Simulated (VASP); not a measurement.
# Hf2C (P-6m2) in VASP: notebook

The runs below take Hf2C through single point, relaxation of cell and atoms, with PBE.

Everything below comes from runs of VASP 6.6.1. Logs are shortened: lines on timing, memory, paths and dates and some standing lists are left out, and cuts for length are marked.

## (1) The cell of the first run

Symmetry: P-6m2, No. 187, hexagonal system. Conventional cell: a = 3.205 Å, b = 3.205 Å, c = 5.693 Å, α = 90.00°, β = 90.00°, γ = 120.00°. Hf (site symmetry 3m) has 3 C at 2.31 Å and 2 Hf at 2.78 to 2.92 Å within 3.1 Å. Within 3.1 Å of C (site symmetry -6m2) lie 6 Hf at 2.31 Å.

## (2) Single point, PBE

File INCAR:

```
SYSTEM = Hf2C
PREC = Accurate
ENCUT = 520
EDIFF = 1E-6
ISMEAR = 0
SIGMA = 0.1
LREAL = .FALSE.
LASPH = .TRUE.
NELM = 80
ALGO = Normal
ISIF = 2
LWAVE = .FALSE.
LCHARG = .TRUE.
GGA = PE
LELF = .TRUE.
LVHAR = .TRUE.
NBANDS = 19
```

File KPOINTS:

```
regular mesh
0
G
  18 18 8
  0 0 0
```

File POSCAR:

```
Hf2C
1.0
    3.2050189336      0.0000000000      0.0000000000
   -1.6025094668      2.7756278161      0.0000000000
    0.0000000000      0.0000000000      5.6926641449
Hf C
2 1
Direct
    0.0000000000      0.0000000000      0.7561022671
    0.0000000000      0.0000000000      0.2438977329
    0.3333333333      0.6666666667      0.0000000000
```

Potentials or basis: VASP PAW PBE potentials, release 64 (Hf_pv, C).

Command:

```sh
> cat potpaw_PBE.64/Hf_pv/POTCAR potpaw_PBE.64/C/POTCAR > POTCAR
> mpirun -np 1 vasp_std > vasp.out
```

OUTCAR:

```text
SYSTEM = Hf2C
   PREC = Accurate
   ENCUT = 520
   EDIFF = 1E-6
   ISMEAR = 0
   LREAL = .FALSE.
   LASPH = .TRUE.
   NELM = 80
   ISIF = 2
   GGA = PE

 ion  position               nearest neighbor table
   1  0.000  0.000  0.756-   3 2.31   3 2.31   3 2.31   2 2.78   2 2.92
   2  0.000  0.000  0.244-   3 2.31   3 2.31   3 2.31   1 2.78   1 2.92
   3  0.333  0.667  0.000-   1 2.31   2 2.31   1 2.31   2 2.31   1 2.31   2 2.31

  LATTYP: Found a hexagonal cell.
 ALAT       =     3.2050189336
 C/A-ratio  =     1.7761717677

  Lattice vectors:

 A1 = (   3.2050189336,   0.0000000000,   0.0000000000)
 A2 = (  -1.6025094668,   2.7756278161,   0.0000000000)
 A3 = (   0.0000000000,   0.0000000000,   5.6926641449)

Analysis of symmetry for initial positions (statically):
=====================================================================
 Subroutine PRICEL returns:
 Original cell was already a primitive cell.

 Routine SETGRP: Setting up the symmetry group for a
 hexagonal supercell.

 Subroutine GETGRP returns: Found 12 space group operations
 (whereof 12 operations were pure point group operations)
 out of a pool of 24 trial point group operations.

The static configuration has the point symmetry D_3h.

Analysis of symmetry for dynamics (positions and initial velocities):
=====================================================================
 Subroutine PRICEL returns:
 Original cell was already a primitive cell.

 Routine SETGRP: Setting up the symmetry group for a
 hexagonal supercell.

 Subroutine GETGRP returns: Found 12 space group operations
 (whereof 12 operations were pure point group operations)
 out of a pool of 24 trial point group operations.

The dynamic configuration has the point symmetry D_3h.

 Subroutine INISYM returns: Found 12 space group operations
 (whereof 12 operations are pure point group operations),
 and found     1 'primitive' translations

----------------------------------------------------------------------------------------

                                     Primitive cell

  volume of cell :      50.6416

  direct lattice vectors                    reciprocal lattice vectors
     3.205018934  0.000000000  0.000000000     0.312010637  0.180139425  0.000000000
    -1.602509467  2.775627816  0.000000000     0.000000000  0.360278851  0.000000000
     0.000000000  0.000000000  5.692664145     0.000000000  0.000000000  0.175664676

  length of vectors
     3.205018934  3.205018934  5.692664145     0.360278851  0.360278851  0.175664676

  position of ions in fractional coordinates (direct lattice)
     0.000000000  0.000000000  0.756102267
     0.000000000  0.000000000  0.243897733
     0.333333333  0.666666667  0.000000000

  ion indices of the primitive-cell ions
   primitive index   ion index
                 1           1
                 2           2
                 3           3

----------------------------------------------------------------------------------------

 KPOINTS: regular mesh

Automatic generation of k-mesh.
 Grid dimensions read from file:
 generate k-points for:   18   18    8

 Generating k-lattice:

  Cartesian coordinates                     Fractional coordinates (reciprocal lattice)
     0.017333924  0.010007746  0.000000000     0.055555556  0.000000000  0.000000000
     0.000000000  0.020015492  0.000000000     0.000000000  0.055555556  0.000000000
     0.000000000  0.000000000  0.021958084     0.000000000  0.000000000  0.125000000

  Length of vectors
     0.020015492  0.020015492  0.021958084

  Shift w.r.t. Gamma in fractional coordinates (k-lattice)
     0.000000000  0.000000000  0.000000000

 Subroutine IBZKPT returns following result:
 ===========================================

 Found    185 irreducible k-points:

 Following reciprocal coordinates:
            Coordinates               Weight
  0.000000  0.000000  0.000000      1.000000
  0.055556  0.000000  0.000000      6.000000
  0.111111  0.000000  0.000000      6.000000
  0.166667 -0.000000  0.000000      6.000000
  0.222222  0.000000  0.000000      6.000000
  0.277778 -0.000000  0.000000      6.000000
[... 16 lines left out ...]
  0.333333  0.111111  0.000000     12.000000
  0.388889  0.111111  0.000000     12.000000
 [... further k-points ...]
   k-points           NKPTS =    185   k-points in BZ     NKDIM =    185   number of bands    NBANDS=     19
   number of dos      NEDOS =    301   number of ions     NIONS =      3
   total plane-waves  NPLWV =  24192
   dimension x,y,z NGX =    24 NGY =   24 NGZ =   42
   dimension x,y,z NGXF=    48 NGYF=   48 NGZF=   84
   ions per type =               2   1
   NGX,Y,Z   is equivalent  to a cutoff of  12.45, 12.45, 12.27 a.u.
   NGXF,Y,Z  is equivalent  to a cutoff of  24.90, 24.90, 24.53 a.u.
 SYSTEM =  Hf2C
   PREC   = accura    normal or accurate (medium, high low for compatibility)
   ISTART =      0    job   : 0-new  1-cont  2-samecut
   ICHARG =      2    charge: 1-file 2-atom 10-const
   ISPIN  =      1    spin polarized calculation?
   LNONCOLLINEAR =      F non collinear calculations
   LSORBIT =      F    spin-orbit coupling
   LASPH  =      T    aspherical Exc in radial PAW
   ENCUT  =  520.0 eV  38.22 Ry    6.18 a.u.   5.96  5.96 10.58*2*pi/ulx,y,z
   NELM   =     80;   NELMIN=  2; NELMDL= -5     # of ELM steps
   EDIFF  = 0.1E-05   stopping-criterion for ELM
   LREAL  =      F    real-space projection
   EDIFFG = 0.1E-04   stopping-criterion for IOM
   NSW    =      0    number of steps for IOM
   IBRION =     -1    ionic relax: 0-MD 1-quasi-New 2-CG
   NFREE  =      0    steps in history (QN), initial steepest desc. (CG)
   ISIF   =      2    stress and relaxation
   ISYM   =      2    0-nonsym 1-usesym 2-fastsym
   POTIM  = 0.5000    time-step for ionic-motion
   TEBEG  =    0.0;   TEEND  =   0.0 temperature during run
   PSTRESS=    0.0 pullay stress
   NELECT =      24.0000    total number of electrons
   NUPDOWN=      -1.0000    fix difference up-down
   EMIN   =  10.00;   EMAX   =-10.00  energy-range for DOS
   EFERMI =   0.00;   METHOD = LEGACY
   ISMEAR =     0;   SIGMA  =   0.10  broadening in eV -4-tet -1-fermi 0-gaus
   EFERMI_NEDOS =   21; number of points for ismear=-14 and -15
   IALGO  =     38    algorithm
   IMIX   =      4    mixing-type and parameters
     AMIX     =   0.40;   BMIX     =  1.00
     AMIX_MAG =   1.60;   BMIX_MAG =  1.00
  volume/ion in A,a.u.               =      16.88       113.92
  Fermi-wavevector in a.u.,A,eV,Ry     =   1.276369  2.411987 22.165480  1.629117
  Thomas-Fermi vector in A             =   2.409029
   LORBIT       =      0    0 simple, 1 ext, 2 COOP (PROOUT), +10 PAW based schemes
   GGA     = PE    functional components
   LHFCALC =     F    Hartree Fock is set to
   AEXX    =    0.0000 exact exchange contribution
   IVDW    =     0    specifies the selected vdW correction
   LEPSILON=     F    determine dielectric tensor
   LRPA    =     F    only Hartree local field effects (RPA)
 non-spin polarized calculation
 Gauss-broadening in eV      SIGMA  =   0.10
  energy-cutoff  :      520.00
  volume of cell :       50.64
 maximum number of plane-waves:      1404
 NGX is ok and might be reduce to    24
   NGX = 11   NGY = 11   NGZ = 21

 number of electron      24.0000003 magnetization

 Free energy of the ion-electron system (eV)
  ---------------------------------------------------
  ext. energy  EPLUGINS =         0.00000000
  ---------------------------------------------------
  free energy    TOTEN  =       -29.29412685 eV

  energy without entropy =      -29.28604192  energy(sigma->0) =      -29.29008438

 E-fermi :   5.1683     XC(G=0): -11.4191

 val. band max:        5.1630962212   @ k =   0.2222   0.1111   0.2500
 cond. band min:       5.1771670232   @ k =   0.2778   0.1667   0.5000
 fundamental gap:      0.0140708021
 Fermi energy:         5.1683038524

 k-point     1 :       0.0000    0.0000    0.0000
  band No.  band energies     occupation
      1     -25.8833      2.00000
      2     -25.1043      2.00000
      3     -25.1043      2.00000
      4     -24.9820      2.00000
      5     -24.9820      2.00000
      6     -24.6925      2.00000
[... 11 lines left out ...]
     18      11.1642      0.00000
     19      11.1643      0.00000

 k-point     2 :       0.0556    0.0000    0.0000
  band No.  band energies     occupation
      1     -25.8795      2.00000
      2     -25.1239      2.00000
      3     -25.1087      2.00000
      4     -24.9995      2.00000
      5     -24.9860      2.00000
      6     -24.6904      2.00000
[... 11 lines left out ...]
     18      11.0944      0.00000
     19      11.2521      0.00000

 k-point     3 :       0.1111    0.0000    0.0000
  band No.  band energies     occupation
      1     -25.8686      2.00000
      2     -25.1798      2.00000
      3     -25.1213      2.00000
      4     -25.0497      2.00000
      5     -24.9973      2.00000
      6     -24.6845      2.00000
[... 11 lines left out ...]
     18      10.9608      0.00000
     19      11.4786      0.00000

 k-point     4 :       0.1667   -0.0000    0.0000
  band No.  band energies     occupation
      1     -25.8517      2.00000
      2     -25.2643      2.00000
      3     -25.1405      2.00000
      4     -25.1256      2.00000
      5     -25.0147      2.00000
      6     -24.6755      2.00000
[... 11 lines left out ...]
     18      10.8689      0.00000
     19      11.1753      0.00000

 k-point     5 :       0.2222    0.0000    0.0000
  band No.  band energies     occupation
      1     -25.8310      2.00000
      2     -25.3662      2.00000
      3     -25.2174      2.00000
      4     -25.1641      2.00000
      5     -25.0358      2.00000
      6     -24.6645      2.00000
[... 11 lines left out ...]
     18      10.8865      0.00000
     19      11.0681      0.00000

 k-point     6 :       0.2778   -0.0000    0.0000
  band No.  band energies     occupation
      1     -25.8088      2.00000
      2     -25.4726      2.00000
      3     -25.3134      2.00000
      4     -25.1889      2.00000
      5     -25.0583      2.00000
      6     -24.6528      2.00000
[... 11 lines left out ...]
     18      10.9603      0.00000
     19      11.0153      0.00000

 k-point     7 :       0.3333   -0.0000    0.0000
  band No.  band energies     occupation
      1     -25.7878      2.00000
      2     -25.5708      2.00000
      3     -25.4022      2.00000
      4     -25.2122      2.00000
      5     -25.0793      2.00000
      6     -24.6417      2.00000
[... 11 lines left out ...]
     18      10.8726      0.00000
     19      11.2110      0.00000

 k-point     8 :       0.3889   -0.0000    0.0000
  band No.  band energies     occupation
      1     -25.7705      2.00000
      2     -25.6496      2.00000
      3     -25.4737      2.00000
      4     -25.2310      2.00000
      5     -25.0963      2.00000
      6     -24.6327      2.00000
[... 256 lines left out ...]
 k-point    20 :       0.1667    0.1111    0.0000
  band No.  band energies     occupation
      1     -25.8229      2.00000
      2     -25.3918      2.00000
      3     -25.2404      2.00000
      4     -25.1875      2.00000
      5     -25.0569      2.00000
      6     -24.6602      2.00000
[... 11 lines left out ...]
     18      10.8726      0.00000
     19      10.8861      0.00000

 k-point    21 :       0.2222    0.1111    0.0000
  band No.  band energies     occupation
      1     -25.8020      2.00000
      2     -25.4834      2.00000
      3     -25.3232      2.00000
      4     -25.2192      2.00000
      5     -25.0855      2.00000
      6     -24.6492      2.00000
[... 11 lines left out ...]
     18      10.7144      0.00000
     19      10.9783      0.00000

 k-point    22 :       0.2778    0.1111    0.0000
  band No.  band energies     occupation
      1     -25.7821      2.00000
      2     -25.5681      2.00000
      3     -25.3997      2.00000
      4     -25.2490      2.00000
      5     -25.1123      2.00000
      6     -24.6388      2.00000
[... 11 lines left out ...]
     18      10.5938      0.00000
     19      11.0920      0.00000

 k-point    23 :       0.3333    0.1111    0.0000
  band No.  band energies     occupation
      1     -25.7656      2.00000
      2     -25.6363      2.00000
      3     -25.4613      2.00000
      4     -25.2733      2.00000
      5     -25.1342      2.00000
      6     -24.6303      2.00000
[... 11 lines left out ...]
     18      11.0827      0.00000
     19      11.1731      0.00000

 k-point    24 :       0.3889    0.1111    0.0000
  band No.  band energies     occupation
      1     -25.7542      2.00000
      2     -25.6809      2.00000
      3     -25.5012      2.00000
      4     -25.2891      2.00000
      5     -25.1484      2.00000
      6     -24.6248      2.00000
[... 11 lines left out ...]
     18      10.8814      0.00000
     19      11.8066      0.00000

 [... further k-points ...]

------------------------ aborting loop because EDIFF is reached ----------------------------------------

  FORCE on cell =-STRESS in cart. coord.  units (eV):
  Direction    XX          YY          ZZ          XY          YZ          ZX
  --------------------------------------------------------------------------------------
  -------------------------------------------------------------------------------------
  Total       -0.1692711     -0.1692711     -0.3067599      0.0000000      0.0000000      0.0000000
  in kB       -5.3553262     -5.3553262     -9.7051404      0.0000000      0.0000000      0.0000000
  external PRESSURE =      -6.8052643 kB  Pullay stress =       0.0000000 kB

 VOLUME and BASIS-vectors are now :
 -----------------------------------------------------------------------------
  energy-cutoff  :      520.00
  volume of cell :       50.64
      direct lattice vectors                 reciprocal lattice vectors
     3.205018934  0.000000000  0.000000000     0.312010637  0.180139425  0.000000000
    -1.602509467  2.775627816  0.000000000     0.000000000  0.360278851  0.000000000
     0.000000000  0.000000000  5.692664145     0.000000000  0.000000000  0.175664676

 POSITION                                       TOTAL-FORCE (eV/Angst)
 -----------------------------------------------------------------------------------
      0.00000      0.00000      4.30424         0.000000      0.000000      0.083598
      0.00000      0.00000      1.38843         0.000000      0.000000     -0.083598
     -0.00000      1.85042      0.00000        -0.000000     -0.000000      0.000000
 -----------------------------------------------------------------------------------
    total drift:                                0.000000     -0.000000     -0.000000

  FREE ENERGIE OF THE ION-ELECTRON SYSTEM (eV)
  ---------------------------------------------------
  free  energy   TOTEN  =       -29.2941268472 eV

  energy  without entropy=      -29.2860419174  energy(sigma->0) =      -29.29008438
```

Run time: 72 s. Hardware: 1 thread of AMD EPYC 9R45 (Zen 5), shared host; peak memory 0.26 GiB.

What came out:

- Free energy: -29.2941 eV
- Pressure: -0.7 GPa
- Largest force: 0.084 eV/Å
- Band gap on the k mesh: zero (band 12 reaches 5.36 eV, above the bottom of band 13 at 5.05 eV)

Forces on the atoms (eV/Å):
```
Hf   0.000  0.000  0.084
Hf   0.000  0.000 -0.084
C    0.000  0.000  0.000
```

Stress tensor (GPa, compression positive):
```
-0.54  0.00  0.00
 0.00 -0.54  0.00
 0.00  0.00 -0.97
```

Levels at points of the mesh, in eV from the Fermi level:
| k point | band 9 | band 10 | band 11 | band 12 | band 13 | band 14 | band 15 | band 16 |
| --- | --- | --- | --- | --- | --- | --- | --- | --- |
| (0.00, 0.00, 0.00) | -3.29 | -2.05 | -2.05 | -1.62 | 1.82 | 1.82 | 1.92 | 1.92 |
| (0.50, 0.00, 0.00) | -3.62 | -2.36 | -1.61 | -1.14 | 0.95 | 1.02 | 3.81 | 4.48 |
| (0.00, 0.00, 0.50) | -1.92 | -1.91 | -1.27 | -1.26 | 1.48 | 1.48 | 2.65 | 2.65 |
| (0.50, 0.00, 0.50) | -4.02 | -2.10 | -1.51 | -0.21 | 0.11 | 1.59 | 3.04 | 3.45 |

Caveat: spin-orbit coupling is left out, which moves the levels of the heavy elements.

(Part 1 of 2 ends here.)
